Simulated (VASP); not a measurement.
AgB2:

```xyz
3
Lattice="2.8443 0.0000 0.0000 -1.4221 2.4632 0.0000 0.0000 0.0000 3.6045" Properties=species:S:1:pos:R:3 pbc="T T T"
Ag    0.0000    0.0000    0.0000
B     0.0000    1.6421    1.8023
B     1.4221    0.8211    1.8023
```

Base run:

| Quantity | Value |
| --- | --- |
| Program | VASP 6.6.1 |
| Functional | PBE-based screened hybrid with 20 % exact exchange |
| Potentials or basis | VASP PAW PBE potentials, release 64 (Ag, B) |
| Cutoff | 520 eV |
| k mesh | 8 × 8 × 6 |
| Occupations | gaussian, width 0.05 eV |
| Spin | no spin polarisation |

Its results: band gap on the k mesh zero (an odd number of electrons rules out a gap without spin polarisation); pressure 57.4 GPa.

The run is repeated on the same cell with these changes: functional from PBE-based screened hybrid with 20 % exact exchange to PBE-based global hybrid with 10 % exact exchange; share of exact exchange from 0.2 to 0.1. What comes out?

Band gap on the k mesh zero (an odd number of electrons rules out a gap without spin polarisation); pressure 58.0 GPa.

Caveats: the cell stands under pressure; the PAW data sets were made with another functional, which shifts forces and pressure a little.
